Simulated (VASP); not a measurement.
Write the native input for VASP 6.6.1 that does the following.

```yaml
Task: single point
Functional: PBE
Potentials_or_basis: VASP PAW PBE potentials, release 64 (Zr_sv, Sc_sv, N)
Cutoff: 520 eV
k_mesh: 6 × 6 × 6
Occupations: gaussian, width 0.2 eV
Spin: no spin polarisation
Dipole_correction: no
Further_INCAR_settings: ALGO = Normal; EDIFF = 1e-06; NBANDS = 44
```

The structure of Zr3ScN4 lies in POSCAR:

```
Zr3ScN4
1.0
   -2.8586156236      2.8586156236      2.8586156236
    2.8586156236     -2.8586156236      2.8586156236
    2.8586156236      2.8586156236     -2.8586156236
Zr Sc N
3 1 4
Direct
    0.5000000000      0.0000000000      0.5000000000
    0.0000000000      0.5000000000      0.5000000000
    0.5000000000      0.5000000000      0.0000000000
    0.0000000000      0.0000000000      0.0000000000
    0.5679587079      0.5679587079      0.5679587079
    1.0000000000      0.4320412921      0.0000000000
    0.4320412921      1.0000000000      1.0000000000
    0.0000000000      0.0000000000      0.4320412921
```

The input as run:

INCAR

```
ALGO = Normal
EDIFF = 1E-6
ENCUT = 520
GGA = PE
ISIF = 2
ISMEAR = 0
LASPH = T
LCHARG = T
LELF = T
LREAL = F
LVHAR = T
LWAVE = F
NBANDS = 44
NELM = 100
PREC = Accurate
SIGMA = 0.2
```

KPOINTS

```
k-points
0
Gamma
  6 6 6
```

Potentials or basis: VASP PAW PBE potentials, release 64 (Zr_sv, Sc_sv, N).

The run is started by

```console
$ cat potpaw_PBE.64/Zr_sv/POTCAR potpaw_PBE.64/Sc_sv/POTCAR potpaw_PBE.64/N/POTCAR > POTCAR
$ mpirun -np 1 vasp_std > vasp.out
```

It gave:

The pressure is 0.4 GPa and the largest force is 0.057 eV/Å.

Wall time 3.6 min on 1 thread of AMD EPYC 7R13 Processor (Zen 3) (shared host), peak memory 0.23 GiB.
